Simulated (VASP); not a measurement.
The system is Tb2N.

```xyz
6
Lattice="3.5279 0.0000 0.0000 0.0000 3.5279 0.0000 0.0000 0.0000 10.1738" Properties=species:S:1:pos:R:3 pbc="T T T"
Tb    0.0000    1.7640    1.2717
Tb    0.0000    1.7640    6.3586
Tb    1.7640    0.0000    3.8152
Tb    1.7640    0.0000    8.9020
N     0.0000    0.0000    0.0000
N     1.7640    1.7640    5.0869
```

The cell was generated, and may not be a known phase.

| Quantity | Value |
| --- | --- |
| Program | VASP 6.6.1 |
| Task | relaxation of cell and atoms |
| Functional | PBE |
| Potentials or basis | VASP PAW PBE potentials, release 64 (Tb_3, N), 4f in core |
| Cutoff | 600 eV |
| k mesh | 6 × 6 × 2 |
| Occupations | gaussian, width 0.1 eV |
| Spin | no spin polarisation |

At the start: pressure 14.1 GPa; volume 21.10 Å³/atom.

Problem. How do energy, volume and symmetry change on relaxing?

Solution. Over 10 steps the energy falls by 194.6 meV/atom and the volume is 25.96 Å³/atom (+23.0 %); space group P4_2/nmc (No. 137, to 0.1 Å) before and after.

Step by step:
| step | energy change (eV) | largest force (eV/Å) | pressure (GPa) | volume (Å³) |
| --- | --- | --- | --- | --- |
| 1 | 0.0000 | 0.1952 | 14.11 | 126.62 |
| 2 | -0.4601 | 1.6268 | -6.76 | 163.81 |
| 3 | -0.8247 | 1.1765 | -0.39 | 147.40 |
| 4 | -1.0371 | 0.6678 | -0.26 | 150.06 |
| 5 | -1.1570 | 0.0473 | 0.34 | 153.54 |
| 6 | -1.1610 | 0.0795 | 0.53 | 154.29 |
| 7 | -1.1609 | 0.1027 | 0.56 | 154.43 |
| 8 | -1.1632 | 0.0483 | -0.73 | 157.29 |
| 9 | -1.1654 | 0.0140 | -0.21 | 156.10 |
| 10 | -1.1674 | 0.0243 | -0.08 | 155.79 |

Final structure:
```cif
data_structure
_symmetry_space_group_name_H-M 'P 1'
_symmetry_Int_Tables_number 1
_cell_length_a 3.6964
_cell_length_b 3.6964
_cell_length_c 11.4017
_cell_angle_alpha 90.000
_cell_angle_beta 90.000
_cell_angle_gamma 90.000
_cell_volume 155.79
loop_
_atom_site_label
_atom_site_type_symbol
_atom_site_fract_x
_atom_site_fract_y
_atom_site_fract_z
_atom_site_occupancy
Tb1 Tb 0.00000 0.50000 0.11159 1
Tb2 Tb 0.00000 0.50000 0.61159 1
Tb3 Tb 0.50000 0.00000 0.38841 1
Tb4 Tb 0.50000 0.00000 0.88841 1
N1 N 0.00000 0.00000 0.00000 1
N2 N 0.50000 0.50000 0.50000 1
```

Caveat: the volume moved by over 15 % at a fixed basis, so the end points are rough; the run has no spin polarisation, though such a crystal can be magnetic.
